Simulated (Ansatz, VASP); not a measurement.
## Two plane-wave programs on AlSi16

```
Si Al
1.0
     0.00000    5.43000    5.43000
     5.43000    0.00000    5.43000
     5.43000    5.43000    0.00000
Si Al
16 1
Cartesian
  -0.0879 -0.0105 0.0840
  1.3221 1.3942 1.4082
  2.7267 2.8040 0.0840
  4.0263 4.1198 1.3999
  2.6961 0.0201 2.7300
  4.0180 1.3941 4.1038
  5.3423 2.8038 2.6990
  6.7521 4.1281 4.1038
  -0.0490 2.7650 2.7363
  1.3172 4.0960 4.1092
  2.7161 5.4299 2.7103
  4.0501 6.8287 4.1092
  2.6902 2.7648 5.4751
  4.0401 4.1060 6.8162
  5.3813 5.4558 5.4751
  6.7474 6.8285 6.8061
  6.7405 1.4056 4.1156
```

Alike in both runs: functional PBE; k mesh 2 × 2 × 2; occupations fermi-dirac, width 0.05 eV; collinear spin.

Ansatz relaxed the structure, and its values are those at the end. VASP's run is a single point on that final structure, the one shown.

|  | VASP | Ansatz |
| --- | --- | --- |
| version | VASP 6.6.1 | Ansatz 0.2.0 |
| potentials or method | VASP PAW PBE potentials, release 64 (Si, Al), cutoff 520 eV | scalar-relativistic, plane waves, PAW |
| valence electrons in the cell | 67 | 67 |

VASP gave:

- rms of the force components (eV/Å): 0.004
- net moment per atom (μB): 0.00

**Question.** Which values does Ansatz return?

**Answer.** rms of the force components (eV/Å): 0.005; net moment per atom (μB): 0.00.

Ansatz's warnings: seeded moment not kept.

The k mesh is coarse, so the values compare programs but aren't converged.
